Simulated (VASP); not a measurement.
Crystal: PbS.

```
Pb S
1.0
     0.00000    2.98539    2.98539
     2.98539    0.00000    2.98539
     2.98539    2.98539    0.00000
Pb S
1 1
Cartesian
  0.0000 0.0000 0.0000
  2.9854 2.9854 2.9854
```

Base run:

* Program: VASP 6.6.1
* Functional: PBEsol
* Potentials or basis: VASP PAW PBE potentials, release 64 (Pb_d, S)
* Cutoff: 500 eV
* k mesh: 8 × 8 × 8
* Occupations: fermi-dirac, width 0.05 eV
* Spin: no spin polarisation

Its results: band gap on the k mesh 0.33 eV; pressure -2.0 GPa.

Question: The run is repeated on the same cell with these changes: functional from PBEsol to HF; cutoff from 500 eV to 520 eV; k mesh from 8 × 8 × 8 to 4 × 4 × 4. What comes out?

Answer: Band gap on the k mesh 5.60 eV; pressure 5.9 GPa.

Several settings changed at once.

Caveats: some runs use coarse meshes; the PAW data sets were made with another functional, which shifts forces and pressure a little; spin-orbit coupling is left out, which moves the levels of the heavy elements.

A k mesh can miss the band edges.
